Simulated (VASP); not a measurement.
# V (Im-3m) in VASP: a series of runs

The runs below take V through electric field gradients, density of states, with PBE, PBEsol+D4.

Everything below comes from runs of VASP 6.6.1. Logs are shortened: lines on timing, memory, paths and dates and some standing lists are left out, and cuts for length are marked.

### Step 1. The cell of the first run

Symmetry: Im-3m, No. 229, cubic system. The conventional cell has a = 2.982 Å, b = 2.982 Å, c = 2.982 Å, α = 90.00°, β = 90.00°, γ = 90.00°. Within 3.4 Å of V (site symmetry m-3m) lie 14 V at 2.58 to 2.98 Å.

### Step 2. Electric field gradients, PBE, collinear spin, ferromagnetic start

INCAR

```
PREC = Accurate
ENCUT = 400
EDIFF = 1E-8
ISMEAR = 0
SIGMA = 0.1
LREAL = F
LASPH = T
NELM = 200
ALGO = Normal
ISIF = 2
LWAVE = F
LCHARG = F
ISPIN = 2
MAGMOM = 0.51
LORBIT = 11
LMAXMIX = 4
GGA = PE
LEFG = T
NBANDS = 16
GGA_COMPAT = F
```

KPOINTS

```
regular mesh
0
Gamma
  6 6 6
```

POSCAR

```
V
1.0
   -1.4909951838      1.4909951838      1.4909951838
    1.4909951838     -1.4909951838      1.4909951838
    1.4909951838      1.4909951838     -1.4909951838
V
1
Direct
    0.0000000000      0.0000000000      0.0000000000
```

Potentials or basis: VASP PAW PBE potentials, release 64 (V_sv).

Command:

```console
$ cat potpaw_PBE.64/V_sv/POTCAR > POTCAR
$ mpirun -np 1 vasp_std > vasp.out
```

OUTCAR:

```text
PREC = Accurate
   ENCUT = 400
   EDIFF = 1E-8
   ISMEAR = 0
   LREAL = F
   LASPH = T
   NELM = 200
   ISIF = 2
   ISPIN = 2
   LORBIT = 11
   GGA = PE

 ion  position               nearest neighbor table
   1  0.000  0.000  0.000-

  LATTYP: Found a body centered cubic cell.
 ALAT       =     2.9819903676

  Lattice vectors:

 A1 = (  -1.4909951838,   1.4909951838,   1.4909951838)
 A2 = (   1.4909951838,  -1.4909951838,   1.4909951838)
 A3 = (   1.4909951838,   1.4909951838,  -1.4909951838)

Analysis of symmetry for initial positions (statically):
=====================================================================
 Subroutine PRICEL returns:
 Original cell was already a primitive cell.

 Routine SETGRP: Setting up the symmetry group for a
 body centered cubic supercell.

 Subroutine GETGRP returns: Found 48 space group operations
 (whereof 48 operations were pure point group operations)
 out of a pool of 48 trial point group operations.

The static configuration has the point symmetry O_h .

Analysis of symmetry for dynamics (positions and initial velocities):
=====================================================================
 Subroutine PRICEL returns:
 Original cell was already a primitive cell.

 Routine SETGRP: Setting up the symmetry group for a
 body centered cubic supercell.

 Subroutine GETGRP returns: Found 48 space group operations
 (whereof 48 operations were pure point group operations)
 out of a pool of 48 trial point group operations.

The dynamic configuration has the point symmetry O_h .

Analysis of structural, dynamic, and magnetic symmetry:
=====================================================================
 Subroutine PRICEL returns:
 Original cell was already a primitive cell.

 Routine SETGRP: Setting up the symmetry group for a
 body centered cubic supercell.

 Subroutine GETGRP returns: Found 48 space group operations
 (whereof 48 operations were pure point group operations)
 out of a pool of 48 trial point group operations.

The overall configuration has the point symmetry O_h .

 Subroutine INISYM returns: Found 48 space group operations
 (whereof 48 operations are pure point group operations),
[... 138 lines left out ...]
 fundamental gap:      0.1515837829
 Fermi energy:         9.9530737111

 spin component 1

 k-point     1 :       0.0000    0.0000    0.0000
  band No.  band energies     occupation
      1     -53.9725      1.00000
      2     -27.2515      1.00000
      3     -27.2515      1.00000
      4     -27.2515      1.00000
      5       3.0640      1.00000
      6      10.0756      0.04157
[... 280 lines left out ...]
      2     -27.8995      1.00000
      3     -27.8995      1.00000
      4     -27.8995      1.00000
      5       6.6952      1.00000
      6       6.6952      1.00000
[... 8 lines left out ...]
     15      31.9923      0.00000
     16      42.1269      0.00000
 Fermi energy:         9.9530737111

 spin component 2

 k-point     1 :       0.0000    0.0000    0.0000
  band No.  band energies     occupation
      1     -53.5592      1.00000
      2     -26.8440      1.00000
      3     -26.8440      1.00000
      4     -26.8440      1.00000
      5       3.5197      1.00000
      6      10.6058      0.00000
[... 281 lines left out ...]
      3     -27.4866      1.00000
      4     -27.4866      1.00000
      5       7.0069      1.00000
      6       7.0069      1.00000
[... 8 lines left out ...]
     15      32.3013      0.00000
     16      42.7978      0.00000

------------------------ aborting loop because EDIFF is reached ----------------------------------------

  FORCE on cell =-STRESS in cart. coord.  units (eV):
  Direction    XX          YY          ZZ          XY          YZ          ZX
  --------------------------------------------------------------------------------------
  -------------------------------------------------------------------------------------
  Total        0.2417405      0.2417405      0.2417405     -0.0000000      0.0000000     -0.0000000
  in kB       29.2126742     29.2126742     29.2126742     -0.0000000      0.0000000     -0.0000000
  external PRESSURE =      29.2126742 kB  Pullay stress =       0.0000000 kB

 VOLUME and BASIS-vectors are now :
 -----------------------------------------------------------------------------
  energy-cutoff  :      400.00
  volume of cell :       13.26
      direct lattice vectors                 reciprocal lattice vectors
    -1.490995184  1.490995184  1.490995184     0.000000000  0.335346489  0.335346489
     1.490995184 -1.490995184  1.490995184     0.335346489  0.000000000  0.335346489
     1.490995184  1.490995184 -1.490995184     0.335346489  0.335346489  0.000000000

 POSITION                                       TOTAL-FORCE (eV/Angst)
 -----------------------------------------------------------------------------------
      0.00000      0.00000      0.00000         0.000000      0.000000     -0.000000
 -----------------------------------------------------------------------------------
    total drift:                                0.000000     -0.000000      0.000000

  FREE ENERGIE OF THE ION-ELECTRON SYSTEM (eV)
  ---------------------------------------------------
  free  energy   TOTEN  =        -8.9502462507 eV

  energy  without entropy=       -8.9455934232  energy(sigma->0) =       -8.94791984

 Electric field gradients (V/A^2)
---------------------------------------------------------------------
 ion       V_xx      V_yy      V_zz      V_xy      V_xz      V_yz
---------------------------------------------------------------------
   1      -0.000     0.000     0.000    -0.001    -0.001    -0.001
---------------------------------------------------------------------

 Electric field gradients after diagonalization (V/A^2)
 (convention: |V_zz| > |V_xx| > |V_yy|)
----------------------------------------------------------------------
 ion       V_xx      V_yy      V_zz     asymmetry (V_yy - V_xx)/ V_zz
----------------------------------------------------------------------
   1       0.001     0.001    -0.003       0.000
----------------------------------------------------------------------

           NMR quadrupolar parameters

 Cq : quadrupolar parameter    Cq=e*Q*V_zz/h
 eta: asymmetry parameters     (V_yy - V_xx)/ V_zz
 Q  : nuclear electric quadrupole moment in mb (millibarn)
----------------------------------------------------------------------
 ion       Cq(MHz)       eta       Q (mb)
----------------------------------------------------------------------
   1      -0.000       0.000       1.000
----------------------------------------------------------------------

 total charge

# of ion       s       p       d       tot
------------------------------------------
    1        2.345   6.231   3.104  11.680

 magnetization (x)

# of ion       s       p       d       tot
------------------------------------------
    1        0.011   0.056   0.415   0.482
```

It took 17 s on 1 thread of AMD EPYC 7R13, shared host; peak memory 0.09 GiB.

Results:

| Item | Value |
| --- | --- |
| Free energy | -8.9502 eV |
| Pressure | 2.9 GPa |
| Net moment | 0.61 μB per cell |
| Site moments | V +0.48 μB |
| Valence electrons inside the program's atomic spheres | V 11.68 |

Levels at points of the mesh, in eV from the Fermi level:
Spin up:
| k point | band 5 | band 6 | band 7 | band 8 | band 9 | band 10 |
| --- | --- | --- | --- | --- | --- | --- |
| (0.00, 0.00, 0.00) | -6.89 | 0.12 | 0.12 | 0.12 | 2.31 | 2.31 |
| (0.50, 0.00, 0.00) | -3.48 | -1.45 | 1.44 | 2.27 | 2.67 | 3.92 |
| (0.50, 0.50, 0.50) | -3.26 | -3.26 | 3.52 | 3.52 | 3.52 | 10.05 |
Spin down:
| k point | band 3 | band 4 | band 5 | band 6 | band 7 | band 8 | band 9 | band 10 |
| --- | --- | --- | --- | --- | --- | --- | --- | --- |
| (0.00, 0.00, 0.00) | -36.80 | -36.80 | -6.43 | 0.65 | 0.65 | 0.65 | 2.56 | 2.56 |
| (0.50, 0.00, 0.00) | -37.09 | -36.81 | -3.04 | -0.93 | 1.88 | 2.61 | 2.94 | 4.43 |
| (0.50, 0.50, 0.50) | -37.44 | -37.44 | -2.95 | -2.95 | 4.02 | 4.02 | 4.02 | 10.59 |

Caveat: the k points lie up to 0.50 Å⁻¹ apart; without QUAD_EFG the Cq values of the log hold for a quadrupole moment of 1 mb, not for the nuclei.

### Step 3. Density of states, PBEsol+D4, collinear spin, ferromagnetic start

This run uses another cell than the first one, of 13.85 Å³/atom, 1.045 times its volume.

POSCAR

```
V
1.0
   -1.5130000000      1.5130000000      1.5130000000
    1.5130000000     -1.5130000000      1.5130000000
    1.5130000000      1.5130000000     -1.5130000000
V
1
Direct
    0.0000000000      0.0000000000      0.0000000000
```

INCAR.step1

```
SYSTEM = V
  ALGO = Normal
  EDIFF = 1E-6
  ENCUT = 400
  GGA = PS
  GGA_COMPAT = .FALSE.
  ISIF = 2
  ISMEAR = 0
  ISPIN = 2
  IVDW = 13
  LASPH = .TRUE.
  LCHARG = .TRUE.
  LMAXMIX = 4
  LORBIT = 11
  LREAL = .FALSE.
  LWAVE = .FALSE.
  MAGMOM = 0.51
  NBANDS = 16
  NEDOS = 2001
  NELM = 200
  PREC = Accurate
  SIGMA = 0.1
```

KPOINTS.step1

```
k-points
0
G
  6 6 6
  0 0 0
```

INCAR.step2

```
SYSTEM = V
  ALGO = Normal
  EDIFF = 1E-6
  ENCUT = 400
  GGA = PS
  GGA_COMPAT = .FALSE.
  ICHARG = 11
  ISIF = 2
  ISMEAR = -5
  ISPIN = 2
  IVDW = 13
  LASPH = .TRUE.
  LCHARG = .FALSE.
  LMAXMIX = 4
  LORBIT = 10
  LREAL = .FALSE.
  LWAVE = .FALSE.
  MAGMOM = 0.51
  NBANDS = 16
  NEDOS = 1001
  NELM = 200
  PREC = Accurate
  SIGMA = 0.1
```

KPOINTS.step2

```
k-points
0
G
  9 9 9
  0 0 0
```

Potentials or basis: VASP PAW PBE potentials, release 64 (V_sv).

Command:

```console
$ cat potpaw_PBE.64/V_sv/POTCAR > POTCAR
$ cp INCAR.step1 INCAR
$ cp KPOINTS.step1 KPOINTS
$ mpirun -np 1 vasp_std > vasp.out
$ cp INCAR.step2 INCAR
$ cp KPOINTS.step2 KPOINTS
$ mpirun -np 1 vasp_std > vasp.out
```

Run time: 31 s. Hardware: 1 thread of AMD EPYC 7R13, shared host; peak memory 0.1 GiB.

It converged, with:

| Item | Value |
| --- | --- |
| Net moment | 0.61 μB per cell |
| Site moments | V +0.39 μB |
| Valence electrons inside the program's atomic spheres | V 11.61 |
| Dispersion energy per atom | -0.185 eV |

Levels at points of the mesh, in eV from the Fermi level:
Spin up:
| k point | band 4 | band 5 | band 6 | band 7 | band 8 | band 9 | band 10 | band 11 |
| --- | --- | --- | --- | --- | --- | --- | --- | --- |
| (0.00, 0.00, 0.00) | -37.18 | -6.79 | 0.12 | 0.12 | 0.12 | 2.17 | 2.17 | 20.02 |
Spin down:
```
           k point  band 4  band 5  band 6  band 7  band 8  band 9
(0.00, 0.00, 0.00)  -36.78   -6.36    0.63    0.63    0.63    2.45
```

Caveat: the k points lie up to 0.49 Å⁻¹ apart; the PAW data sets were made with another functional, which shifts forces and pressure a little; pairwise dispersion overbinds metals, which lowers pressure and volume; tetrahedron occupations give inexact forces and stress in metals.
